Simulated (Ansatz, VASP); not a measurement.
## One calculation of AlO2, two programs

```xyz
6
Lattice="4.2572 0.0000 0.0000 0.0000 4.2572 0.0000 0.0000 0.0000 3.9501" Properties=species:S:1:pos:R:3 pbc="T T T"
Al    0.0000    0.0000    1.9751
Al    2.1286    2.1286    0.0000
O     2.5492    0.4205    0.9875
O     1.7081    3.8367    0.9875
O     0.4205    1.7081    2.9626
O     3.8367    2.5492    2.9626
```

Alike in both runs: task relaxation of cell and atoms; functional PBE; k mesh 4 × 4 × 4; occupations gaussian, width 0.1 eV; no spin polarisation.

```csv
,VASP,Ansatz
version,VASP 6.6.1,Ansatz 0.2.0
potentials or method,"VASP PAW PBE potentials, release 64 (Al, O), cutoff 600 eV","scalar-relativistic, plane waves, PAW"
valence electrons in the cell,30,30
```

Ansatz gave:

| Item | Value |
| --- | --- |
| gap on the k mesh at the Fermi level, each at its own relaxed structure (eV) | none |
| relaxed volume (Å³/atom) | 11.06 |
| relaxed cell length with the largest relative difference (Å) | 3.526 |

Q: Estimate VASP's values.

A: gap on the k mesh at the Fermi level, each at its own relaxed structure (eV): none; relaxed volume (Å³/atom): 10.96; relaxed cell length with the largest relative difference (Å): 3.569.

A gap of «none» marks a metal or a gap that the smearing closes.

The k mesh is coarse, so the values compare programs but aren't converged. Noted on VASP's run: the standard files for N, O and F lose accuracy on very short bonds.
